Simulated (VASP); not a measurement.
**HgTe: relaxation of cell and atoms with r2SCAN**

Crystal: HgTe.

```
Hg Te
1.0
     0.00000    3.04704    3.04704
     3.04704    0.00000    3.04704
     3.04704    3.04704    0.00000
Hg Te
1 1
Direct
  0.00000 0.00000 0.00000
  0.50000 0.50000 0.50000
```

| Quantity | Value |
| --- | --- |
| Program | VASP 6.6.1 |
| Task | relaxation of cell and atoms |
| Functional | r2SCAN |
| Potentials or basis | VASP PAW PBE potentials, release 64 (Hg, Te) |
| Cutoff | 600 eV |
| k mesh | 12 × 12 × 12 |
| Occupations | gaussian, width 0.1 eV |
| Spin | no spin polarisation |
| Dipole correction | no |
| Further INCAR settings | ALGO = Normal; EDIFF = 1e-07; IBRION = 2; EDIFFG = -0.005; NSW = 100; ISIF = 3 |

```yaml
Relaxed_volume: 28.37 Å³/atom
Relaxed_cell: a = 4.313 Å, b = 4.313 Å, c = 4.313 Å, α = 60.00°, β = 60.00°, γ = 60.00°
Space_group_after_relaxing_to_0.05_Å: Fm-3m (No. 225)
Energy_gained_by_relaxing: 0.0 meV/atom
Ionic_steps: 3
Pressure_after_relaxing: 0.0 GPa
Band_gap_on_the_k_mesh: zero (band 9 reaches 4.46 eV, above the bottom of band 10 at 1.84 eV)
```

Final structure:
```yaml
crystal:
  lattice:
    - [0.00000, 3.05004, 3.05004]
    - [3.05004, 0.00000, 3.05004]
    - [3.05004, 3.05004, 0.00000]
  atoms:
    - { symbol: Hg, position: [0.00000, 0.00000, 0.00000] }
    - { symbol: Te, position: [0.50000, 0.50000, 0.50000] }
```

Levels at points of the mesh, in eV from the Fermi level:
| k point | band 6 | band 7 | band 8 | band 9 | band 10 | band 11 | band 12 | band 13 |
| --- | --- | --- | --- | --- | --- | --- | --- | --- |
| (0.00, 0.00, 0.00) | -6.91 | -0.74 | -0.74 | -0.74 | -0.61 | 8.11 | 8.11 | 8.11 |
| (0.50, 0.00, 0.00) | -6.75 | -5.68 | 0.28 | 0.28 | 3.10 | 3.98 | 4.30 | 4.30 |
| (0.50, 0.50, 0.00) | -6.02 | -4.35 | -2.66 | -2.34 | -2.34 | 5.22 | 9.81 | 9.81 |

Wall time 7.9 min on 1 thread of Intel(R) Xeon(R) Platinum 8259CL CPU @ 2.50GHz (Skylake/Cascade Lake), on a shared host, peak memory 0.27 GiB.

Caveat: the PAW data sets were made with another functional, which shifts forces and pressure a little; spin-orbit coupling is left out, which moves the levels of the heavy elements.
